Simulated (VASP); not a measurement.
A run of VASP 6.6.1 is set up as follows.

The input POSCAR:

```
Ti
1.0
    2.8708540000      0.0000000000      0.0000000000
    1.4354270000      2.4862324946      0.0000000000
    0.0000000000      0.0000000000     20.6880849507
Ti
3
Direct
    0.0000000000      0.0000000000      0.3866960146
    0.6666666667      0.6666666667      0.5000000000
    0.3333333333      0.3333333333      0.6133039854
```

INCAR.step1

```
PREC = Accurate
ENCUT = 440
ISMEAR = -1
SIGMA = 0.2
LREAL = False
LASPH = True
NELM = 120
LDIPOL = True
IDIPOL = 3
DIPOL = 0.5 0.5 0.500
NBANDS = 25
GGA = PE
ALGO = Normal
EDIFF = 1E-5
LWAVE = True
LCHARG = False
GGA_COMPAT = False
NELMDL = -8
```

The input INCAR.step2:

```
PREC = Accurate
ENCUT = 440
EDIFF = 1E-6
ISMEAR = -1
SIGMA = 0.2
LREAL = False
LASPH = True
NELM = 120
ALGO = Normal
ISIF = 2
LWAVE = False
LCHARG = True
LDIPOL = True
IDIPOL = 3
DIPOL = 0.5 0.5 0.500
METAGGA = R2SCAN
LMIXTAU = True
LELF = True
LVHAR = True
LVACPOTAV = True
NBANDS = 25
ISTART = 1
GGA_COMPAT = False
```

Contents of KPOINTS:

```
Automatic mesh
0
Gamma
  7 7 1
```

Potentials or basis: VASP PAW PBE potentials, release 64 (Ti_sv).

Run with:

```console
$ cat potpaw_PBE.64/Ti_sv/POTCAR > POTCAR
$ cp INCAR.step1 INCAR
$ mpirun -np 1 vasp_std > vasp.out
$ cp INCAR.step2 INCAR
$ mpirun -np 1 vasp_std > vasp.out
```

Problem. Estimate the largest force.

Solution. 0.152 eV/Å.

Problem. Predict the band gap on the k mesh.

Solution. Zero (bands 18 and 19 overlap by 0.42 eV).

Forces in eV/Å, atoms in the order of the input:
```
Ti   0.000  0.000  0.152
Ti   0.000  0.000  0.000
Ti   0.000  0.000 -0.152
```

Caveat: the k points lie up to 0.36 Å⁻¹ apart; the PAW data sets were made with another functional, which shifts forces and pressure a little.
